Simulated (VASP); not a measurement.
The system is Pt.

```
Pt
1.0
    -1.58422    1.58422    1.58422
     1.58422   -1.58422    1.58422
     1.58422    1.58422   -1.58422
Pt
1
Cartesian
  0.0000 0.0000 0.0000
```

This isn't the form of Pt at room conditions, which is fcc.

- Program: VASP 6.6.1
- Task: relaxation of cell and atoms
- Functional: PBEsol
- Potentials or basis: VASP PAW PBE potentials, release 64 (Pt)
- Cutoff: 500 eV
- k mesh: 8 × 8 × 8
- Occupations: gaussian, width 0.1 eV
- Spin: no spin polarisation

At the start: pressure -9.8 GPa; volume 15.90 Å³/atom.

Where does the relaxation end?

Over 3 steps the energy falls by 20.2 meV/atom and the volume is 15.29 Å³/atom (-3.9 %); space group Im-3m (No. 229, to 0.1 Å) before and after.

Step by step:
```
step  energy change (eV)  largest force (eV/Å)  pressure (GPa)  volume (Å³)
   1              0.0000                0.0000           -9.79        15.90
   2              0.1322                0.0000           36.78        13.77
   3             -0.0202                0.0000           -0.30        15.29
```

Final structure:
```
CELL_PARAMETERS angstrom
-1.56341 1.56341 1.56341
1.56341 -1.56341 1.56341
1.56341 1.56341 -1.56341
ATOMIC_POSITIONS crystal
Pt 0.00000 0.00000 0.00000
```

Caveat: the PAW data sets were made with another functional, which shifts forces and pressure a little.
